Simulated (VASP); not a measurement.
Ti2C:

```
Ti C
1.0
     0.00000    4.31250    4.31250
     4.31250    0.00000    4.31250
     4.31250    4.31250    0.00000
Ti C
8 4
Direct
  0.85681 0.38106 0.38106
  0.38106 0.38106 0.38106
  0.38106 0.38106 0.85681
  0.86894 0.39319 0.86894
  0.86894 0.86894 0.86894
  0.39319 0.86894 0.86894
  0.86894 0.86894 0.39319
  0.38106 0.85681 0.38106
  0.62500 0.62500 0.62500
  0.12500 0.62500 0.62500
  0.62500 0.62500 0.12500
  0.62500 0.12500 0.62500
```

```yaml
Program: VASP 6.6.1
Task: relaxation of cell and atoms
Functional: LDA
Potentials_or_basis: VASP PAW LDA potentials, release 64 (Ti_sv, C)
Cutoff: 600 eV
k_mesh: 4 × 4 × 4
Occupations: gaussian, width 0.1 eV
Spin: no spin polarisation
```

At the start: pressure -8.8 GPa; volume 13.37 Å³/atom.

Question: Where does the relaxation end?

Answer: Over 6 steps the energy falls by 17.8 meV/atom and the volume is 12.70 Å³/atom (-5.0 %); space group Fd-3m (No. 227, to 0.1 Å) before and after.

The path:
```
step  energy change (eV)  largest force (eV/Å)  pressure (GPa)  volume (Å³)
   1              0.0000                0.4121           -8.78       160.40
   2              0.3526                1.5463           16.53       144.00
   3             -0.1980                0.2343           -0.55       153.97
   4             -0.1980                0.2489           -0.38       153.85
   5             -0.2124                0.0723           -0.13       152.87
   6             -0.2137                0.0063            0.00       152.44
```

Final structure:
```
Ti C
1.0
     0.00000    4.23989    4.23989
     4.23989    0.00000    4.23989
     4.23989    4.23989    0.00000
Ti C
8 4
Cartesian
  3.2271 5.2527 5.2527
  3.2271 3.2271 3.2271
  5.2527 5.2527 3.2271
  5.3470 7.3726 5.3470
  7.3726 7.3726 7.3726
  7.3726 5.3470 5.3470
  5.3470 5.3470 7.3726
  5.2527 3.2271 5.2527
  5.2999 5.2999 5.2999
  5.2999 3.1799 3.1799
  3.1799 3.1799 5.2999
  3.1799 5.2999 3.1799
```
